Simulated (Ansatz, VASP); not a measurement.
# Two plane-wave programs on MoH6

```
H Mo
1.0
    -2.12723    2.12723    1.74019
     2.12723   -2.12723    1.74019
     2.12723    2.12723   -1.74019
H Mo
6 1
Direct
  0.75000 0.25000 0.50000
  0.25000 0.75000 0.50000
  0.67734 0.67734 0.35467
  0.32266 0.32266 0.64533
  0.67734 0.32266 0.00000
  0.32266 0.67734 0.00000
  0.00000 0.00000 0.00000
```

Alike in both runs: functional PBE; k mesh 3 × 3 × 3; occupations gaussian, width 0.15 eV; no spin polarisation.

Ansatz relaxed the structure, and its values are those at the end. VASP's run is a single point on that final structure, the one shown.

|  | VASP | Ansatz |
| --- | --- | --- |
| version | VASP 6.6.1 | Ansatz 0.2.0 |
| potentials or method | VASP PAW PBE potentials, release 64 (H, Mo_sv), cutoff 500 eV | scalar-relativistic, plane waves, PAW |
| valence electrons in the cell | 20 | 20 |

VASP gave:

| Quantity | Value |
| --- | --- |
| gap on the k mesh at the Fermi level (eV) | none |
| pressure (GPa) | -0.4 |

What did Ansatz give for the same quantities?

gap on the k mesh at the Fermi level (eV): none; pressure (GPa): -0.2.

A gap of «none» marks a metal or a gap that the smearing closes. The functional is the same, so the differences come from potentials, cutoffs and numerics.

The k mesh is coarse, so the values compare programs but aren't converged.
